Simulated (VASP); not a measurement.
# VH3 (Pm-3m) in VASP: single point with PBE

Aim: the single point of VH3 with PBE.

Program: VASP 6.6.1. These are calculated values, not measurements. Logs are shortened: lines on timing, memory, paths and dates and some standing lists are left out, and cuts for length are marked.

### 1 The cell of the first run

It takes space group Pm-3m (No. 221, cubic). The conventional cell has a = 2.776 Å, b = 2.776 Å, c = 2.776 Å, α = 90.00°, β = 90.00°, γ = 90.00°. V (site symmetry m-3m) has 12 H at 1.96 Å within 2.6 Å. H (site symmetry 4/mmm) has 4 V at 1.96 Å and 8 H at 1.96 Å within 2.6 Å.

### 2 Single point, PBE, collinear spin, ferromagnetic start

Contents of INCAR:

```
PREC = Accurate
ENCUT = 520
EDIFF = 1E-7
ISMEAR = 0
SIGMA = 0.1
LREAL = F
LASPH = T
NELM = 150
ALGO = Normal
ISIF = 2
LWAVE = F
LCHARG = F
ISPIN = 2
MAGMOM = 2 0 0 0
LORBIT = 11
LMAXMIX = 4
GGA = PE
NBANDS = 20
```

Contents of KPOINTS:

```
regular mesh
0
Gamma
  6 6 6
```

Contents of POSCAR:

```
VH3
1.0
    2.7756352152      0.0000000000      0.0000000000
    0.0000000000      2.7756352152      0.0000000000
    0.0000000000      0.0000000000      2.7756352152
V H
1 3
Direct
    0.0000000000      0.0000000000      0.0000000000
    0.0000000000      0.5000000000      0.5000000000
    0.5000000000      0.0000000000      0.5000000000
    0.5000000000      0.5000000000      0.0000000000
```

Potentials or basis: VASP PAW PBE potentials, release 64 (V_sv, H).

On the command line:

```sh
> cat potpaw_PBE.64/V_sv/POTCAR potpaw_PBE.64/H/POTCAR > POTCAR
> mpirun -np 1 vasp_std > vasp.out
```

OUTCAR:

```text
PREC = Accurate
   ENCUT = 520
   EDIFF = 1E-7
   ISMEAR = 0
   LREAL = F
   LASPH = T
   NELM = 150
   ISIF = 2
   ISPIN = 2
   LORBIT = 11
   GGA = PE

 ion  position               nearest neighbor table
   1  0.000  0.000  0.000-
   2  0.000  0.500  0.500-
   3  0.500  0.000  0.500-
   4  0.500  0.500  0.000-

  LATTYP: Found a simple cubic cell.
 ALAT       =     2.7756352152

  Lattice vectors:

 A1 = (   2.7756352152,   0.0000000000,   0.0000000000)
 A2 = (   0.0000000000,   2.7756352152,   0.0000000000)
 A3 = (   0.0000000000,   0.0000000000,   2.7756352152)

Analysis of symmetry for initial positions (statically):
=====================================================================
 Subroutine PRICEL returns:
 Original cell was already a primitive cell.

 Routine SETGRP: Setting up the symmetry group for a
 simple cubic supercell.

 Subroutine GETGRP returns: Found 48 space group operations
 (whereof 48 operations were pure point group operations)
 out of a pool of 48 trial point group operations.

The static configuration has the point symmetry O_h .

Analysis of symmetry for dynamics (positions and initial velocities):
=====================================================================
 Subroutine PRICEL returns:
 Original cell was already a primitive cell.

 Routine SETGRP: Setting up the symmetry group for a
 simple cubic supercell.

 Subroutine GETGRP returns: Found 48 space group operations
 (whereof 48 operations were pure point group operations)
 out of a pool of 48 trial point group operations.

The dynamic configuration has the point symmetry O_h .

Analysis of structural, dynamic, and magnetic symmetry:
=====================================================================
 Subroutine PRICEL returns:
 Original cell was already a primitive cell.

 Routine SETGRP: Setting up the symmetry group for a
 simple cubic supercell.

 Subroutine GETGRP returns: Found 48 space group operations
 (whereof 48 operations were pure point group operations)
 out of a pool of 48 trial point group operations.

The overall configuration has the point symmetry O_h .

 Subroutine INISYM returns: Found 48 space group operations
 (whereof 48 operations are pure point group operations),
 and found     1 'primitive' translations

----------------------------------------------------------------------------------------

                                     Primitive cell

  volume of cell :      21.3839

  direct lattice vectors                    reciprocal lattice vectors
     2.775635215  0.000000000  0.000000000     0.360277890  0.000000000  0.000000000
     0.000000000  2.775635215  0.000000000     0.000000000  0.360277890  0.000000000
     0.000000000  0.000000000  2.775635215     0.000000000  0.000000000  0.360277890

  length of vectors
     2.775635215  2.775635215  2.775635215     0.360277890  0.360277890  0.360277890

  position of ions in fractional coordinates (direct lattice)
     0.000000000  0.000000000  0.000000000
     0.000000000  0.500000000  0.500000000
     0.500000000  0.000000000  0.500000000
     0.500000000  0.500000000  0.000000000

  ion indices of the primitive-cell ions
   primitive index   ion index
                 1           1
                 2           2
                 3           3
                 4           4

----------------------------------------------------------------------------------------

 KPOINTS: regular mesh

Automatic generation of k-mesh.
 Grid dimensions read from file:
 generate k-points for:    6    6    6

 Generating k-lattice:

  Cartesian coordinates                     Fractional coordinates (reciprocal lattice)
     0.060046315  0.000000000  0.000000000     0.166666667  0.000000000  0.000000000
     0.000000000  0.060046315  0.000000000     0.000000000  0.166666667  0.000000000
     0.000000000  0.000000000  0.060046315     0.000000000  0.000000000  0.166666667

  Length of vectors
     0.060046315  0.060046315  0.060046315

  Shift w.r.t. Gamma in fractional coordinates (k-lattice)
     0.000000000  0.000000000  0.000000000

 Subroutine IBZKPT returns following result:
 ===========================================

 Found     20 irreducible k-points:

 Following reciprocal coordinates:
            Coordinates               Weight
  0.000000  0.000000  0.000000      1.000000
  0.166667  0.000000  0.000000      6.000000
  0.333333  0.000000  0.000000      6.000000
  0.500000  0.000000  0.000000      3.000000
  0.166667  0.166667  0.000000     12.000000
  0.333333  0.166667  0.000000     24.000000
[... 12 lines left out ...]
  0.500000  0.500000  0.333333      6.000000
  0.500000  0.500000  0.500000      1.000000
   k-points           NKPTS =     20   k-points in BZ     NKDIM =     20   number of bands    NBANDS=     20
   number of dos      NEDOS =    301   number of ions     NIONS =      4
   total plane-waves  NPLWV =  13824
   dimension x,y,z NGX =    24 NGY =   24 NGZ =   24
   dimension x,y,z NGXF=    48 NGYF=   48 NGZF=   48
   ions per type =               1   3
   NGX,Y,Z   is equivalent  to a cutoff of  14.37, 14.37, 14.37 a.u.
   NGXF,Y,Z  is equivalent  to a cutoff of  28.75, 28.75, 28.75 a.u.
 SYSTEM =  unknown system
   PREC   = accura    normal or accurate (medium, high low for compatibility)
   ISTART =      0    job   : 0-new  1-cont  2-samecut
   ICHARG =      2    charge: 1-file 2-atom 10-const
   ISPIN  =      2    spin polarized calculation?
   LNONCOLLINEAR =      F non collinear calculations
   LSORBIT =      F    spin-orbit coupling
   LASPH  =      T    aspherical Exc in radial PAW
   ENCUT  =  520.0 eV  38.22 Ry    6.18 a.u.   5.16  5.16  5.16*2*pi/ulx,y,z
   NELM   =    150;   NELMIN=  2; NELMDL= -5     # of ELM steps
   EDIFF  = 0.1E-06   stopping-criterion for ELM
   LREAL  =      F    real-space projection
   EDIFFG = 0.1E-05   stopping-criterion for IOM
   NSW    =      0    number of steps for IOM
   IBRION =     -1    ionic relax: 0-MD 1-quasi-New 2-CG
   NFREE  =      0    steps in history (QN), initial steepest desc. (CG)
   ISIF   =      2    stress and relaxation
   ISYM   =      2    0-nonsym 1-usesym 2-fastsym
   POTIM  = 0.5000    time-step for ionic-motion
   TEBEG  =    0.0;   TEEND  =   0.0 temperature during run
   PSTRESS=    0.0 pullay stress
   NELECT =      16.0000    total number of electrons
   NUPDOWN=      -1.0000    fix difference up-down
   EMIN   =  10.00;   EMAX   =-10.00  energy-range for DOS
   EFERMI =   0.00;   METHOD = LEGACY
   ISMEAR =     0;   SIGMA  =   0.10  broadening in eV -4-tet -1-fermi 0-gaus
   EFERMI_NEDOS =   21; number of points for ismear=-14 and -15
   IALGO  =     38    algorithm
   IMIX   =      4    mixing-type and parameters
     AMIX     =   0.40;   BMIX     =  1.00
     AMIX_MAG =   1.60;   BMIX_MAG =  1.00
  volume/ion in A,a.u.               =       5.35        36.08
  Fermi-wavevector in a.u.,A,eV,Ry     =   1.486229  2.808566 30.053597  2.208877
  Thomas-Fermi vector in A             =   2.599542
   LORBIT       =     11    0 simple, 1 ext, 2 COOP (PROOUT), +10 PAW based schemes
   GGA     = PE    functional components
   LHFCALC =     F    Hartree Fock is set to
   AEXX    =    0.0000 exact exchange contribution
   IVDW    =     0    specifies the selected vdW correction
   LEPSILON=     F    determine dielectric tensor
   LRPA    =     F    only Hartree local field effects (RPA)
 spin polarized calculation
 Gauss-broadening in eV      SIGMA  =   0.10
  energy-cutoff  :      520.00
  volume of cell :       21.38
 maximum number of plane-waves:       588
 NGX is ok and might be reduce to    24
   NGX = 11   NGY = 11   NGZ = 11

 number of electron      16.0000010 magnetization       0.5814251

 Free energy of the ion-electron system (eV)
  ---------------------------------------------------
  ext. energy  EPLUGINS =         0.00000000
  ---------------------------------------------------
  free energy    TOTEN  =       -18.84725004 eV

  energy without entropy =      -18.83685566  energy(sigma->0) =      -18.84205285

 E-fermi :   7.9661     XC(G=0): -12.2327

 val. band max:        7.9408993694   @ k =   0.3333   0.3333   0.0000
 cond. band min:       7.9795667747   @ k =   0.1667   0.1667   0.1667
 fundamental gap:      0.0386674053
 Fermi energy:         7.9661181070

 spin component 1

 k-point     1 :       0.0000    0.0000    0.0000
  band No.  band energies     occupation
      1     -57.0120      1.00000
      2     -30.6869      1.00000
      3     -30.6869      1.00000
      4     -30.6869      1.00000
      5      -4.5135      1.00000
      6       3.7587      1.00000
[... 12 lines left out ...]
     19      31.1831      0.00000
     20      34.3713      0.00000

 k-point     2 :       0.1667    0.0000    0.0000
  band No.  band energies     occupation
      1     -57.0013      1.00000
      2     -30.7839      1.00000
      3     -30.6787      1.00000
      4     -30.6787      1.00000
      5      -3.9492      1.00000
      6       3.5850      1.00000
[... 12 lines left out ...]
     19      30.5431      0.00000
     20      31.7748      0.00000
[... 372 lines left out ...]
      2     -30.9667      1.00000
      3     -30.9667      1.00000
      4     -30.8714      1.00000
      5       1.4094      1.00000
      6       2.1468      1.00000
[... 12 lines left out ...]
     19      38.1590      0.00000
     20      38.1590      0.00000

 k-point    20 :       0.5000    0.5000    0.5000
  band No.  band energies     occupation
      1     -56.8895      1.00000
      2     -30.9528      1.00000
      3     -30.9528      1.00000
      4     -30.9528      1.00000
      5       1.7858      1.00000
      6       1.7858      1.00000
[... 12 lines left out ...]
     19      42.9737      0.00000
     20      42.9737      0.00000
 Fermi energy:         7.9661181070

 spin component 2

 k-point     1 :       0.0000    0.0000    0.0000
  band No.  band energies     occupation
      1     -56.4241      1.00000
      2     -30.1013      1.00000
      3     -30.1013      1.00000
      4     -30.1013      1.00000
      5      -4.4524      1.00000
      6       3.9114      1.00000
[... 12 lines left out ...]
     19      31.3112      0.00000
     20      34.4545      0.00000

 k-point     2 :       0.1667    0.0000    0.0000
  band No.  band energies     occupation
      1     -56.4132      1.00000
      2     -30.2011      1.00000
      3     -30.0929      1.00000
      4     -30.0929      1.00000
      5      -3.8892      1.00000
      6       3.7147      1.00000
[... 12 lines left out ...]
     19      30.7064      0.00000
     20      31.8495      0.00000
[... 373 lines left out ...]
      3     -30.3886      1.00000
      4     -30.2910      1.00000
      5       1.6207      1.00000
      6       2.3500      1.00000
[... 12 lines left out ...]
     19      38.3205      0.00000
     20      38.3205      0.00000

 k-point    20 :       0.5000    0.5000    0.5000
  band No.  band energies     occupation
      1     -56.2992      1.00000
      2     -30.3743      1.00000
      3     -30.3743      1.00000
      4     -30.3743      1.00000
      5       2.0124      1.00000
      6       2.0125      1.00000
[... 12 lines left out ...]
     19      43.1144      0.00000
     20      43.1144      0.00000

------------------------ aborting loop because EDIFF is reached ----------------------------------------

  FORCE on cell =-STRESS in cart. coord.  units (eV):
  Direction    XX          YY          ZZ          XY          YZ          ZX
  --------------------------------------------------------------------------------------
  -------------------------------------------------------------------------------------
  Total       -0.0529860     -0.0529860     -0.0529860      0.0000000      0.0000000     -0.0000000
  in kB       -3.9699471     -3.9699471     -3.9699471      0.0000000      0.0000000     -0.0000000
  external PRESSURE =      -3.9699471 kB  Pullay stress =       0.0000000 kB

 VOLUME and BASIS-vectors are now :
 -----------------------------------------------------------------------------
  energy-cutoff  :      520.00
  volume of cell :       21.38
      direct lattice vectors                 reciprocal lattice vectors
     2.775635215  0.000000000  0.000000000     0.360277890  0.000000000  0.000000000
     0.000000000  2.775635215  0.000000000     0.000000000  0.360277890  0.000000000
     0.000000000  0.000000000  2.775635215     0.000000000  0.000000000  0.360277890

 POSITION                                       TOTAL-FORCE (eV/Angst)
 -----------------------------------------------------------------------------------
      0.00000      0.00000      0.00000         0.000000      0.000000      0.000000
      0.00000      1.38782      1.38782         0.000000      0.000000      0.000000
      1.38782      0.00000      1.38782         0.000000      0.000000      0.000000
      1.38782      1.38782      0.00000         0.000000      0.000000      0.000000
 -----------------------------------------------------------------------------------
    total drift:                               -0.000000      0.000000      0.000000

  FREE ENERGIE OF THE ION-ELECTRON SYSTEM (eV)
  ---------------------------------------------------
  free  energy   TOTEN  =       -18.8472500375 eV

  energy  without entropy=      -18.8368556556  energy(sigma->0) =      -18.84205285

 total charge

# of ion       s       p       d       tot
------------------------------------------
    1        2.234   6.217   3.168  11.620
    2        0.525   0.019   0.000   0.544
    3        0.525   0.019   0.000   0.544
    4        0.525   0.019   0.000   0.544
--------------------------------------------------
tot          3.809   6.275   3.168  13.252

 magnetization (x)

# of ion       s       p       d       tot
------------------------------------------
    1        0.007   0.004   0.567   0.578
    2       -0.012   0.002   0.000  -0.010
    3       -0.012   0.002   0.000  -0.010
    4       -0.012   0.002   0.000  -0.010
--------------------------------------------------
tot         -0.029   0.011   0.567   0.549
```

Run time: 8.3 s. Hardware: 1 thread of Intel Xeon 6975P-C (Granite Rapids), shared host; peak memory 0.15 GiB.

What came out:

```yaml
Free_energy: -18.8473 eV
Pressure: -0.4 GPa
Net_moment: 0.58 μB per cell
Site_moments: V +0.58; H -0.01 μB
Valence_electrons_inside_the_program's_atomic_spheres: V 11.62; H 0.54
```

Levels at points of the mesh, in eV from the Fermi level:
Spin up:
```
           k point  band 6  band 7  band 8  band 9  band 10  band 11
(0.00, 0.00, 0.00)   -4.21   -4.21    1.02    1.02     1.02     6.03
(0.50, 0.00, 0.00)   -7.66   -2.11   -0.53   -0.53     1.14     2.04
(0.50, 0.50, 0.00)   -4.29   -4.29   -2.25   -0.16    -0.16     2.08
(0.50, 0.50, 0.50)   -6.18   -6.18    2.17    2.17     4.88     5.72
```
Spin down:
```
           k point  band 3  band 4  band 5  band 6  band 7  band 8  band 9  band 10  band 11  band 12
(0.00, 0.00, 0.00)  -38.07  -38.07  -12.42   -4.05   -4.05    1.75    1.75     1.75     6.07     6.07
(0.50, 0.00, 0.00)  -38.03  -38.03   -8.35   -7.57   -1.86    0.13    0.13     1.89     1.96     3.07
(0.50, 0.50, 0.00)  -38.40  -38.00   -7.28   -4.26   -4.26   -2.00    0.52     0.52     2.41     5.58
(0.50, 0.50, 0.50)  -38.34  -38.34   -5.95   -5.95   -5.95    2.50    2.50     4.91     5.89     5.89
```

Caveat: the k points lie up to 0.38 Å⁻¹ apart.
